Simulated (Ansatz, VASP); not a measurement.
## Ga in VASP and in Ansatz

```xyz
2
Lattice="1.4057 -4.0925 0.0000 1.4057 4.0925 0.0000 -0.1194 0.0000 3.3845" Properties=species:S:1:pos:R:3 pbc="T T T"
Ga    1.3758   -3.0203    0.8461
Ga    1.3161    3.0203    2.5384
```

Change from the starting cell: volume scaled by 1.05, crystal datasets.

Alike in both runs: task electric field gradients; functional PBEsol; k mesh 14 × 14 × 11; occupations fermi-dirac, width 0.03 eV; no spin polarisation.

```csv
,VASP,Ansatz
version,VASP 6.6.1,Ansatz 0.2.0
potentials or method,"VASP PAW PBE potentials, release 64 (Ga_d), cutoff 520 eV","all-electron PAW with datasets made for the crystal, scalar-relativistic"
```

|  | VASP | Ansatz | Ansatz less VASP |
| --- | --- | --- | --- |
| pressure (GPa) | -4.0 | -4.0 | -0.02 |
| traceless stress, the component that is largest in VASP (GPa) | -0.05 | -0.05 | 0.000 |
| rms of the force components (eV/Å) | 0.091 | 0.091 | -0.0002 |
| size of Vzz on the site where it differs most (V/Å²) | 23.0 | 24.6 | +1.63 |

VASP's potentials were made for PBE, not for PBEsol. Atom by atom the forces differ by 0.000 eV/Å (rms over components). Ansatz ran all-electron here, and VASP with PAW potentials.
